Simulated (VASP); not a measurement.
## SrO: electric field gradients with PBE

The system is SrO.

```
CELL_PARAMETERS angstrom
0.00000 2.60362 2.60362
2.60362 0.00000 2.60362
2.60362 2.60362 0.00000
ATOMIC_POSITIONS crystal
Sr 0.00000 0.00000 0.00000
O 0.50000 0.50000 0.50000
```

This cell differs from its parent crystal: volume scaled by 1.04.

| Item | Value |
| --- | --- |
| Program | VASP 6.6.1 |
| Task | electric field gradients |
| Functional | PBE |
| Potentials or basis | VASP PAW PBE potentials, release 64 (Sr_sv, O) |
| Cutoff | 520 eV |
| k mesh | 8 × 8 × 8 |
| Occupations | fermi-dirac, width 0.02 eV |
| Spin | no spin polarisation |
| Dipole correction | no |
| Further INCAR settings | ALGO = Normal; EDIFF = 1e-08; NBANDS = 15 |

```
Pressure               : -0.1 GPa
Band gap on the k mesh : 3.28 eV, indirect (least direct gap 3.39 eV)
```

Levels at points of the mesh, in eV from the valence-band top:
```tsv
k point	band 5	band 6	band 7	band 8	band 9	band 10	band 11	band 12
(0.00, 0.00, 0.00)	-14.20	0.00	0.00	0.00	3.72	6.13	6.13	6.13
(0.50, 0.00, 0.00)	-13.02	-2.10	-1.07	-1.07	6.39	8.15	8.63	8.63
(0.50, 0.50, 0.00)	-14.52	-0.49	-0.11	-0.11	3.28	7.52	9.92	10.05
```

Wall time 16 s on 1 thread of Intel(R) Xeon(R) Platinum 8259CL CPU @ 2.50GHz (Skylake/Cascade Lake), with other jobs on the host, peak memory 0.16 GiB.

Caveat: without QUAD_EFG the Cq values of the log hold for a quadrupole moment of 1 mb, not for the nuclei. A k mesh can miss the band edges.
